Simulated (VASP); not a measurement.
# Ba (Im-3m) in VASP: a series of runs

Ba is run at these levels: PBE; tasks: single point.

All numbers are computed with VASP 6.6.1; they aren't measurements. Logs are shortened: lines on timing, memory, paths and dates and some standing lists are left out, and cuts for length are marked.

**1. The cell of the first run**

The structure is cubic, space group Im-3m (No. 229). The conventional cell has a = 5.000 Å, b = 5.000 Å, c = 5.000 Å, α = 90.00°, β = 90.00°, γ = 90.00°. Ba (site symmetry m-3m) has 14 Ba at 4.33 to 5.00 Å within 5.7 Å.

**2. Single point, PBE**

Input file INCAR:

```
SYSTEM = Ba
  PREC = Accurate
  ENCUT = 520
  EDIFF = 1E-7
  ISMEAR = 0
  SIGMA = 0.15
  LREAL = .False.
  LASPH = .True.
  NELM = 80
  ALGO = Fast
  ISIF = 2
  LWAVE = .False.
  LCHARG = .False.
  GGA = PE
  NBANDS = 11
```

Input file KPOINTS:

```
Automatic mesh
0
Gamma
  14 14 14
  0 0 0
```

Input file POSCAR:

```
Ba
1.0
   -2.5000000000      2.5000000000      2.5000000000
    2.5000000000     -2.5000000000      2.5000000000
    2.5000000000      2.5000000000     -2.5000000000
Ba
1
Direct
    0.0000000000      0.0000000000      0.0000000000
```

Potentials or basis: VASP PAW PBE potentials, release 64 (Ba_sv).

Run with:

```bash
cat potpaw_PBE.64/Ba_sv/POTCAR > POTCAR
mpirun -np 1 vasp_std > vasp.out
```

OUTCAR:

```text
SYSTEM = Ba
   PREC = Accurate
   ENCUT = 520
   EDIFF = 1E-7
   ISMEAR = 0
   LREAL = .False.
   LASPH = .True.
   NELM = 80
   ISIF = 2
   GGA = PE

 ion  position               nearest neighbor table
   1  0.000  0.000  0.000-

  LATTYP: Found a body centered cubic cell.
 ALAT       =     5.0000000000

  Lattice vectors:

 A1 = (  -2.5000000000,   2.5000000000,   2.5000000000)
 A2 = (   2.5000000000,  -2.5000000000,   2.5000000000)
 A3 = (   2.5000000000,   2.5000000000,  -2.5000000000)

Analysis of symmetry for initial positions (statically):
=====================================================================
 Subroutine PRICEL returns:
 Original cell was already a primitive cell.

 Routine SETGRP: Setting up the symmetry group for a
 body centered cubic supercell.

 Subroutine GETGRP returns: Found 48 space group operations
 (whereof 48 operations were pure point group operations)
 out of a pool of 48 trial point group operations.

The static configuration has the point symmetry O_h .

Analysis of symmetry for dynamics (positions and initial velocities):
=====================================================================
 Subroutine PRICEL returns:
 Original cell was already a primitive cell.

 Routine SETGRP: Setting up the symmetry group for a
 body centered cubic supercell.

 Subroutine GETGRP returns: Found 48 space group operations
 (whereof 48 operations were pure point group operations)
 out of a pool of 48 trial point group operations.

The dynamic configuration has the point symmetry O_h .

 Subroutine INISYM returns: Found 48 space group operations
 (whereof 48 operations are pure point group operations),
 and found     1 'primitive' translations

----------------------------------------------------------------------------------------

                                     Primitive cell

  volume of cell :      62.5000

  direct lattice vectors                    reciprocal lattice vectors
    -2.500000000  2.500000000  2.500000000     0.000000000  0.200000000  0.200000000
     2.500000000 -2.500000000  2.500000000     0.200000000  0.000000000  0.200000000
     2.500000000  2.500000000 -2.500000000     0.200000000  0.200000000  0.000000000

  length of vectors
     4.330127019  4.330127019  4.330127019     0.282842712  0.282842712  0.282842712

  position of ions in fractional coordinates (direct lattice)
     0.000000000  0.000000000  0.000000000

  ion indices of the primitive-cell ions
   primitive index   ion index
                 1           1

----------------------------------------------------------------------------------------

 KPOINTS: Automatic mesh

Automatic generation of k-mesh.
 Grid dimensions read from file:
 generate k-points for:   14   14   14

 Generating k-lattice:

  Cartesian coordinates                     Fractional coordinates (reciprocal lattice)
     0.000000000  0.014285714  0.014285714     0.071428571  0.000000000  0.000000000
     0.014285714  0.000000000  0.014285714     0.000000000  0.071428571  0.000000000
     0.014285714  0.014285714  0.000000000     0.000000000  0.000000000  0.071428571

  Length of vectors
     0.020203051  0.020203051  0.020203051

  Shift w.r.t. Gamma in fractional coordinates (k-lattice)
     0.000000000  0.000000000  0.000000000

 Subroutine IBZKPT returns following result:
 ===========================================

 Found    104 irreducible k-points:

 Following reciprocal coordinates:
            Coordinates               Weight
  0.000000  0.000000  0.000000      1.000000
  0.071429  0.000000  0.000000     12.000000
  0.142857  0.000000  0.000000     12.000000
  0.214286  0.000000  0.000000     12.000000
  0.285714  0.000000  0.000000     12.000000
  0.357143  0.000000  0.000000     12.000000
[... 16 lines left out ...]
  0.285714  0.285714  0.000000     24.000000
  0.357143  0.285714 -0.000000     24.000000
 [... further k-points ...]
   k-points           NKPTS =    104   k-points in BZ     NKDIM =    104   number of bands    NBANDS=     11
   number of dos      NEDOS =    301   number of ions     NIONS =      1
   total plane-waves  NPLWV =  32768
   dimension x,y,z NGX =    32 NGY =   32 NGZ =   32
   dimension x,y,z NGXF=    64 NGYF=   64 NGZF=   64
   ions per type =               1
   NGX,Y,Z   is equivalent  to a cutoff of  12.29, 12.29, 12.29 a.u.
   NGXF,Y,Z  is equivalent  to a cutoff of  24.57, 24.57, 24.57 a.u.
 SYSTEM =  Ba
   PREC   = accura    normal or accurate (medium, high low for compatibility)
   ISTART =      0    job   : 0-new  1-cont  2-samecut
   ICHARG =      2    charge: 1-file 2-atom 10-const
   ISPIN  =      1    spin polarized calculation?
   LNONCOLLINEAR =      F non collinear calculations
   LSORBIT =      F    spin-orbit coupling
   LASPH  =      T    aspherical Exc in radial PAW
   ENCUT  =  520.0 eV  38.22 Ry    6.18 a.u.   8.05  8.05  8.05*2*pi/ulx,y,z
   NELM   =     80;   NELMIN=  2; NELMDL= -5     # of ELM steps
   EDIFF  = 0.1E-06   stopping-criterion for ELM
   LREAL  =      F    real-space projection
   EDIFFG = 0.1E-05   stopping-criterion for IOM
   NSW    =      0    number of steps for IOM
   IBRION =     -1    ionic relax: 0-MD 1-quasi-New 2-CG
   NFREE  =      0    steps in history (QN), initial steepest desc. (CG)
   ISIF   =      2    stress and relaxation
   ISYM   =      2    0-nonsym 1-usesym 2-fastsym
   POTIM  = 0.5000    time-step for ionic-motion
   TEBEG  =    0.0;   TEEND  =   0.0 temperature during run
   PSTRESS=    0.0 pullay stress
   NELECT =      10.0000    total number of electrons
   NUPDOWN=      -1.0000    fix difference up-down
   EMIN   =  10.00;   EMAX   =-10.00  energy-range for DOS
   EFERMI =   0.00;   METHOD = LEGACY
   ISMEAR =     0;   SIGMA  =   0.15  broadening in eV -4-tet -1-fermi 0-gaus
   EFERMI_NEDOS =   21; number of points for ismear=-14 and -15
   IALGO  =     68    algorithm
   IMIX   =      4    mixing-type and parameters
     AMIX     =   0.40;   BMIX     =  1.00
     AMIX_MAG =   1.60;   BMIX_MAG =  1.00
  volume/ion in A,a.u.               =      62.50       421.77
  Fermi-wavevector in a.u.,A,eV,Ry     =   0.888754  1.679501 10.747016  0.789883
  Thomas-Fermi vector in A             =   2.010225
   LORBIT       =      0    0 simple, 1 ext, 2 COOP (PROOUT), +10 PAW based schemes
   GGA     = PE    functional components
   LHFCALC =     F    Hartree Fock is set to
   AEXX    =    0.0000 exact exchange contribution
   IVDW    =     0    specifies the selected vdW correction
   LEPSILON=     F    determine dielectric tensor
   LRPA    =     F    only Hartree local field effects (RPA)
 non-spin polarized calculation
 RMM-DIIS sequential band-by-band and
 Gauss-broadening in eV      SIGMA  =   0.15
  energy-cutoff  :      520.00
  volume of cell :       62.50
 maximum number of plane-waves:      1721
   NGX = 17   NGY = 17   NGZ = 17

 number of electron      10.0000000 magnetization

 number of electron       9.9999999 magnetization

 Free energy of the ion-electron system (eV)
  ---------------------------------------------------
  ext. energy  EPLUGINS =         0.00000000
  ---------------------------------------------------
  free energy    TOTEN  =        -1.91431686 eV

  energy without entropy =       -1.90063710  energy(sigma->0) =       -1.90747698

 E-fermi :   1.6688     XC(G=0):  -7.4342

 val. band max:        1.6668198547   @ k =  -0.4286   0.4286   0.2857
 cond. band min:       1.6849980290   @ k =   0.3571   0.2857  -0.0000
 fundamental gap:      0.0181781743
 Fermi energy:         1.6687754492

 k-point     1 :       0.0000    0.0000    0.0000
  band No.  band energies     occupation
      1     -27.1978      2.00000
      2     -12.1428      2.00000
      3     -12.1428      2.00000
      4     -12.1428      2.00000
      5      -1.0816      2.00000
      6       3.5125      0.00000
      7       3.5125      0.00000
      8       3.5125      0.00000
      9       4.9244      0.00000
     10       4.9244      0.00000
     11       8.6312      0.00000

 k-point     2 :       0.0714    0.0000    0.0000
  band No.  band energies     occupation
      1     -27.1956      2.00000
      2     -12.1680      2.00000
      3     -12.1505      2.00000
      4     -12.1430      2.00000
      5      -0.9847      2.00000
      6       3.4318      0.00000
      7       3.4722      0.00000
      8       3.6109      0.00000
      9       4.7870      0.00000
     10       4.9173      0.00000
     11       8.7543      0.00000

 k-point     3 :       0.1429    0.0000    0.0000
  band No.  band energies     occupation
      1     -27.1894      2.00000
      2     -12.2374      2.00000
      3     -12.1720      2.00000
      4     -12.1434      2.00000
      5      -0.7079      2.00000
      6       3.2265      0.00000
      7       3.2981      0.00000
      8       3.9024      0.00000
      9       4.6057      0.00000
     10       4.9126      0.00000
     11       9.0066      0.00000

 k-point     4 :       0.2143    0.0000    0.0000
  band No.  band energies     occupation
      1     -27.1804      2.00000
      2     -12.3349      2.00000
      3     -12.2027      2.00000
      4     -12.1441      2.00000
      5      -0.2959      2.00000
      6       2.9703      0.00000
      7       2.9899      0.00000
      8       4.3759      0.00000
      9       4.6170      0.00000
     10       4.9445      0.00000
     11       9.1090      0.00000

 k-point     5 :       0.2857    0.0000    0.0000
  band No.  band energies     occupation
      1     -27.1704      2.00000
      2     -12.4396      2.00000
      3     -12.2364      2.00000
      4     -12.1448      2.00000
      5       0.1664      2.00000
      6       2.7211      0.00000
      7       2.7253      0.00000
      8       4.7605      0.00000
      9       5.0103      0.00000
     10       5.0395      0.00000
     11       8.6958      0.00000
[... 211 lines left out ...]
 k-point    21 :       0.2857    0.2143    0.0000
  band No.  band energies     occupation
      1     -27.1529      2.00000
      2     -12.5352      2.00000
      3     -12.3374      2.00000
      4     -12.1907      2.00000
      5       1.2071      1.99999
      6       2.2008      0.00000
      7       2.5502      0.00000
      8       4.7483      0.00000
      9       5.3738      0.00000
     10       6.6964      0.00000
     11       7.7540      0.00000

 k-point    22 :       0.3571    0.2143    0.0000
  band No.  band energies     occupation
      1     -27.1495      2.00000
      2     -12.5481      2.00000
      3     -12.3681      2.00000
      4     -12.1934      2.00000
      5       1.3559      1.99682
      6       2.2697      0.00000
      7       2.5013      0.00000
      8       4.8088      0.00000
      9       5.4510      0.00000
     10       7.0214      0.00000
     11       7.4555      0.00000

 k-point    23 :       0.2857    0.2857    0.0000
  band No.  band energies     occupation
      1     -27.1490      2.00000
      2     -12.5222      2.00000
      3     -12.3965      2.00000
      4     -12.1992      2.00000
      5       1.5541      1.72033
      6       2.1213      0.00002
      7       2.4455      0.00000
      8       4.9437      0.00000
      9       5.3009      0.00000
     10       6.8641      0.00000
     11       7.5647      0.00000

 k-point    24 :       0.3571    0.2857   -0.0000
  band No.  band energies     occupation
      1     -27.1476      2.00000
      2     -12.5041      2.00000
      3     -12.4317      2.00000
      4     -12.2016      2.00000
      5       1.6850      0.87844
      6       2.1963      0.00000
      7       2.3033      0.00000
      8       5.0449      0.00000
      9       5.3410      0.00000
     10       6.5262      0.00000
     11       7.9735      0.00000

 [... further k-points ...]
[... 5 lines left out ...]
  --------------------------------------------------------------------------------------
  -------------------------------------------------------------------------------------
  Total        0.0644338      0.0644338      0.0644338      0.0000000      0.0000000     -0.0000000
  in kB        1.6517490      1.6517490      1.6517490      0.0000000      0.0000000     -0.0000000
  external PRESSURE =       1.6517490 kB  Pullay stress =       0.0000000 kB

 VOLUME and BASIS-vectors are now :
 -----------------------------------------------------------------------------
  energy-cutoff  :      520.00
  volume of cell :       62.50
      direct lattice vectors                 reciprocal lattice vectors
    -2.500000000  2.500000000  2.500000000     0.000000000  0.200000000  0.200000000
     2.500000000 -2.500000000  2.500000000     0.200000000  0.000000000  0.200000000
     2.500000000  2.500000000 -2.500000000     0.200000000  0.200000000  0.000000000

 POSITION                                       TOTAL-FORCE (eV/Angst)
 -----------------------------------------------------------------------------------
      0.00000      0.00000      0.00000         0.000000      0.000000      0.000000
 -----------------------------------------------------------------------------------
    total drift:                               -0.000000      0.000000      0.000000

  FREE ENERGIE OF THE ION-ELECTRON SYSTEM (eV)
  ---------------------------------------------------
  free  energy   TOTEN  =        -1.9143168571 eV

  energy  without entropy=       -1.9006370986  energy(sigma->0) =       -1.90747698
```

Run time: 23 s. Hardware: 1 thread of Intel Xeon Platinum 8559C (Emerald Rapids), shared host; peak memory 0.22 GiB.

Results:

```yaml
Free_energy: -1.9143 eV
Pressure: 0.2 GPa
Band_gap_on_the_k_mesh: zero (band 5 reaches 2.10 eV, above the bottom of band 6 at 1.12 eV)
```

Levels at points of the mesh, in eV from the Fermi level:
| k point | band 2 | band 3 | band 4 | band 5 | band 6 | band 7 | band 8 | band 9 |
| --- | --- | --- | --- | --- | --- | --- | --- | --- |
| (0.00, 0.00, 0.00) | -13.81 | -13.81 | -13.81 | -2.75 | 1.84 | 1.84 | 1.84 | 3.26 |
| (0.50, 0.00, 0.00) | -14.28 | -13.96 | -13.81 | -0.89 | 0.69 | 1.28 | 3.23 | 3.81 |
| (0.50, 0.50, 0.50) | -14.14 | -14.14 | -14.14 | -0.55 | -0.55 | 4.40 | 4.40 | 4.40 |

Caveat: spin-orbit coupling is left out, which moves the levels of the heavy elements.

**3. Single point, PBE**

Input file INCAR:

```
SYSTEM = Ba
ALGO = Normal ; EDIFF = 1E-7
ENCUT = 520 ; GGA = PE
ISIF = 2 ; ISMEAR = 0
LASPH = .TRUE. ; LCHARG = .TRUE.
LELF = .TRUE. ; LREAL = .FALSE.
LVHAR = .TRUE. ; LWAVE = .FALSE.
NBANDS = 11 ; NELM = 60
PREC = Accurate ; SIGMA = 0.15
```

Input file KPOINTS:

```
k-points
0
G
  16 16 16
  0 0 0
```

POSCAR is that of step 2.

Potentials or basis: VASP PAW PBE potentials, release 64 (Ba_sv).

Run with:

```bash
cat potpaw_PBE.64/Ba_sv/POTCAR > POTCAR
mpirun -np 1 vasp_std > vasp.out
```

It took 26 s on 1 thread of Intel Xeon Platinum 8559C (Emerald Rapids), shared host; peak memory 0.24 GiB.

Results (log left out):

```yaml
Free_energy: -1.9143 eV
Pressure: 0.2 GPa
Band_gap_on_the_k_mesh: zero (band 5 reaches 2.20 eV, above the bottom of band 6 at 1.12 eV)
```

Levels at points of the mesh, in eV from the Fermi level:
```csv
k point,band 3,band 4,band 5,band 6,band 7,band 8
"(0.00, 0.00, 0.00)",-13.81,-13.81,-2.75,1.84,1.84,1.84
"(0.50, 0.00, 0.00)",-13.96,-13.82,-0.89,0.69,1.28,3.23
"(0.50, 0.50, 0.50)",-14.14,-14.14,-0.55,-0.55,4.40,4.40
```

Caveat: spin-orbit coupling is left out, which moves the levels of the heavy elements.
